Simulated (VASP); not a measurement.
Input of a VASP 6.6.1 run:

The input INCAR:

```
SYSTEM = Si4N
ALGO = Normal
DIPOL = 0.5 0.5 0.375
EDIFF = 1E-7
ENCUT = 520
GGA = PE
IDIPOL = 3
ISIF = 2
ISMEAR = 0
IVDW = 12
LASPH = .True.
LCHARG = .False.
LDIPOL = .True.
LREAL = .False.
LWAVE = .False.
NBANDS = 32
NELM = 60
PREC = Accurate
SIGMA = 0.05
```

File KPOINTS:

```
k-points
0
Gamma
  9 9 1
  0 0 0
```

The input POSCAR:

```
Si4N
1.0
    3.8155170209      0.0000000000      0.0000000000
   -1.9077585104      3.3043346686      0.0000000000
    0.0000000000      0.0000000000     28.9874813843
Si N
8 2
Direct
    0.6666666667      0.3333333333      0.1379906018
    0.3333333333      0.6666666667      0.1654736894
    0.3333333333      0.6666666667      0.2468813277
    0.6666666667      0.3333333333      0.2743644153
    0.6666666667      0.3333333333      0.3556303104
    0.3333333333      0.6666666667      0.3827070033
    0.3333333333      0.6666666667      0.4657581680
    0.6666666667      0.3333333333      0.4894347735
    1.1666666667      0.6666666667      0.5963774898
    1.1666666667      0.6666666667      0.6343249053
```

Potentials or basis: VASP PAW PBE potentials, release 64 (Si, N).

Launch:

```console
$ cat potpaw_PBE.64/Si/POTCAR potpaw_PBE.64/N/POTCAR > POTCAR
$ mpirun -np 1 vasp_std > vasp.out
```

(1) Estimate the largest force.

(2) Estimate the dispersion energy per atom.

Answers

(1) 2.293 eV/Å.

(2) -0.243 eV.

Caveat: the standard files for N, O and F lose accuracy on very short bonds.
